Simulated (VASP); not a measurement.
# In2O (P6_3/mmc) in VASP: notebook, part 2 of 2

VASP 6.6.1. Earlier steps stand in the parts before.

## 4. Single point, PBE

This run uses another cell than the first one, of 21.75 Å³/atom, 1.020 times its volume.

The input, INCAR:

```
SYSTEM = In2O
PREC     = Accurate       ! precision mode
ENCUT    = 520            ! plane-wave cutoff, eV
EDIFF    = 1E-6           ! SCF threshold, eV
ISMEAR   = 0              ! smearing method
SIGMA    = 0.1            ! smearing width, eV
LREAL    = .False.        ! projectors in reciprocal space
LASPH    = .True.         ! aspherical terms in the spheres
NELM     = 100            ! most SCF steps
ALGO     = Normal         ! electronic algorithm
ISIF     = 2              ! what is computed and relaxed
LWAVE    = .False.        ! write WAVECAR
LCHARG   = .False.        ! write CHGCAR
GGA      = PE             ! functional
NBANDS   = 41             ! bands
```

The input, KPOINTS:

```
Automatic mesh
0
Gamma
  6 6 2
  0 0 0
```

The input, POSCAR:

```
In2O
1.0
    3.2552322891      0.0000000000      0.0000000000
   -1.6276161445      2.8191138576      0.0000000000
    0.0000000000      0.0000000000     14.2233039498
In O
4 2
Direct
    0.3333333333      0.6666666667      0.6372955508
    0.6666666667      0.3333333333      0.1372955508
    0.6666666667      0.3333333333      0.3627044492
    0.3333333333      0.6666666667      0.8627044492
    0.3333333333      0.6666666667      0.2500000000
    0.6666666667      0.3333333333      0.7500000000
```

Run with:

```
$ cat potpaw_PBE.64/In_d/POTCAR potpaw_PBE.64/O/POTCAR > POTCAR
$ mpirun -np 1 vasp_std > vasp.out
```

Wall time 35 s (1 thread of Intel Xeon 6975P-C (Granite Rapids), shared host); peak memory 0.25 GiB.

Results (log left out):

- Free energy: -23.9609 eV
- Pressure: 0.0 GPa
- Largest force: 0.031 eV/Å
- Band gap on the k mesh: zero (band 32 reaches 6.22 eV, above the bottom of band 33 at 5.56 eV)

Forces in eV/Å, atoms in the order of the input:
```
In   0.000  0.000 -0.031
In   0.000  0.000 -0.031
In   0.000  0.000  0.031
In   0.000  0.000  0.031
O    0.000  0.000  0.000
O    0.000  0.000  0.000
```

Stress tensor (GPa, compression positive):
```
-0.05  0.00  0.00
 0.00 -0.05  0.00
 0.00  0.00  0.22
```

Levels at points of the mesh, in eV from the Fermi level:
```
           k point  band 29  band 30  band 31  band 32  band 33  band 34  band 35  band 36
(0.00, 0.00, 0.00)    -2.34    -2.34    -2.34    -1.54    -0.06     2.18     3.60     6.88
(0.50, 0.00, 0.00)    -1.89    -1.82    -1.46    -0.70    -0.24     0.46     0.96     1.57
(0.00, 0.00, 0.50)    -2.34    -2.34    -2.33    -2.33     0.97     0.97     5.06     5.06
(0.50, 0.00, 0.50)    -1.93    -1.93    -0.98    -0.98    -0.04    -0.04     1.40     1.40
```

Caveat: the k points lie up to 0.37 Å⁻¹ apart; spin-orbit coupling is left out, which moves the levels of the heavy elements.

## 5. Relaxation of cell and atoms, PBE

This run uses another cell than the first one, of 16.21 Å³/atom, 0.760 times its volume.

The input, INCAR:

```
SYSTEM = In2O
ALGO = Normal ; EDIFF = 1E-6
EDIFFG = -0.04 ; ENCUT = 600
GGA = PE ; IBRION = 2
ISIF = 3 ; ISMEAR = 0
LASPH = .True. ; LCHARG = .False.
LREAL = .False. ; LWAVE = .False.
NELM = 100 ; NSW = 90
PREC = Accurate ; SIGMA = 0.1
```

The input, KPOINTS:

```
k-points
0
Gamma
  6 6 2
  0 0 0
```

The input, POSCAR:

```
In2O
1.0
    3.1919767400      0.0000000000      0.0000000000
   -1.5959883700      2.7643329500      0.0000000000
    0.0000000000      0.0000000000     11.0239876900
In O
4 2
Direct
    0.3333333300      0.6666666700      0.6083498000
    0.6666666700      0.3333333300      0.1083498000
    0.6666666700      0.3333333300      0.3916502000
    0.3333333300      0.6666666700      0.8916502000
    0.3333333300      0.6666666700      0.2500000000
    0.6666666700      0.3333333300      0.7500000000
```

Run with:

```
$ cat potpaw_PBE.64/In_d/POTCAR potpaw_PBE.64/O/POTCAR > POTCAR
$ mpirun -np 1 vasp_std > vasp.out
```

Run time: 10 min. Hardware: 1 thread of Intel Xeon 6975P-C (Granite Rapids), shared host; peak memory 0.27 GiB.

The run converged. Its results:

```yaml
Free_energy: -23.9001 eV
Relaxed_volume: 21.05 Å³/atom
Relaxed_cell: a = 3.259 Å, b = 3.259 Å, c = 13.737 Å, α = 90.00°, β = 90.00°, γ = 120.00°
Space_group_after_relaxing_to_0.05_Å: P6_3/mmc (No. 194)
Energy_gained_by_relaxing: 192.1 meV/atom
Ionic_steps: 22
Pressure_after_relaxing: 0.1 GPa
Largest_force_after_relaxing: 0.018 eV/Å
Band_gap_on_the_k_mesh: zero (band 32 reaches 6.46 eV, above the bottom of band 33 at 5.92 eV)
```

Forces in eV/Å, atoms in the order of the input:
```
In   0.000  0.000  0.018
In   0.000  0.000  0.018
In   0.000  0.000 -0.018
In   0.000  0.000 -0.018
O    0.000  0.000  0.000
O    0.000  0.000  0.000
```

Stress tensor (GPa, compression positive):
```
-0.05  0.00  0.00
 0.00 -0.05  0.00
 0.00  0.00  0.27
```

Step by step:
```
step  energy change (eV)  largest force (eV/Å)  pressure (GPa)  volume (Å³)
   1              0.0000                0.5704           14.37        97.27
   2             -0.6553                0.8624           -2.62       119.20
   3             -0.6862                0.7925           -0.46       114.47
   4             -0.7736                0.2549            0.22       115.21
   5             -0.7819                0.0266            0.64       115.53
   6             -0.7907                0.0732            0.10       117.00
   7             -0.7995                0.2000           -0.71       119.57
   8             -0.8051                0.4700           -2.02       124.79
   9             -0.8067                0.4782           -2.06       124.99
  10             -0.8116                0.5002           -2.18       125.59
  11             -0.8210                0.5266           -2.47       126.78
  12             -0.8366                0.5643           -2.89       129.18
  13             -0.8486                0.5678           -3.74       134.02
  14             -0.8781                0.5252           -3.67       134.56
  15             -0.9589                0.3848           -3.36       136.12
  16             -1.0335                0.0048           -2.57       139.01
  17             -1.0704                0.0666           -1.96       136.40
  18             -1.1207                0.2564           -0.16       130.06
  19             -1.1228                0.3210            0.55       128.11
  20             -1.1454                0.1503            0.41       126.81
  21             -1.1516                0.0088            0.33       125.70
  22             -1.1525                0.0177            0.05       126.32
```

Final structure:
```cif
data_structure
_symmetry_space_group_name_H-M 'P 1'
_symmetry_Int_Tables_number 1
_cell_length_a 3.2585
_cell_length_b 3.2585
_cell_length_c 13.7372
_cell_angle_alpha 90.000
_cell_angle_beta 90.000
_cell_angle_gamma 120.000
_cell_volume 126.32
loop_
_atom_site_label
_atom_site_type_symbol
_atom_site_fract_x
_atom_site_fract_y
_atom_site_fract_z
_atom_site_occupancy
In1 In 0.33333 0.66667 0.63350 1
In2 In 0.66667 0.33333 0.13350 1
In3 In 0.66667 0.33333 0.36650 1
In4 In 0.33333 0.66667 0.86650 1
O1 O 0.33333 0.66667 0.25000 1
O2 O 0.66667 0.33333 0.75000 1
```

Levels at points of the mesh, in eV from the Fermi level:
```tsv
k point	band 28	band 29	band 30	band 31	band 32	band 33	band 34	band 35	band 36	band 37
(0.00, 0.00, 0.00)	-2.32	-2.32	-2.32	-2.32	-1.30	-0.05	2.51	3.86	7.38	8.50
(0.50, 0.00, 0.00)	-2.86	-1.92	-1.82	-1.61	-0.70	-0.19	0.62	0.95	1.71	4.36
(0.00, 0.00, 0.50)	-2.32	-2.32	-2.32	-2.28	-2.28	1.15	1.15	5.47	5.47	10.30
(0.50, 0.00, 0.50)	-2.87	-2.01	-2.01	-0.96	-0.96	-0.04	-0.04	1.53	1.53	4.94
```

Caveat: the k points lie up to 0.37 Å⁻¹ apart in the final cell; the volume moved by over 15 % at a fixed basis, so the end points are rough; spin-orbit coupling is left out, which moves the levels of the heavy elements.

## 6. Summary

| task | cell | k mesh | cutoff (eV) | gap on the mesh (eV) | pressure (GPa) | largest force (eV/Å) |
| --- | --- | --- | --- | --- | --- | --- |
| single point | a = 3.272, b = 3.272, c = 13.797 Å, angles 90.0, 90.0, 120.0°, 6 atoms | 15 × 15 × 4 | 520 | none | 0.0 | 0.02 |
| single point | a = 3.192, b = 3.192, c = 11.024 Å, angles 90.0, 90.0, 120.0°, 6 atoms | 6 × 6 × 2 | 520 | none | 14.4 | 0.57 |
| single point | a = 3.255, b = 3.255, c = 14.223 Å, angles 90.0, 90.0, 120.0°, 6 atoms | 6 × 6 × 2 | 520 | none | 0.0 | 0.03 |
| relaxation of cell and atoms | relaxed from a = 3.192, b = 3.192, c = 11.024 Å, angles 90.0, 90.0, 120.0°, 6 atoms | 6 × 6 × 2 | 600 | none | 0.1 | 0.02 |

Alike in all rows: level PBE; potentials or basis VASP PAW PBE potentials, release 64 (In_d, O); no spin polarisation; smearing gaussian 0.1 eV.

Caveats: some runs use coarse meshes; spin-orbit coupling is left out, which moves the levels of the heavy elements; the volume moved by over 15 % at a fixed basis, so the end points are rough (some runs).

Absolute energies hang on the potentials; compare differences alone.
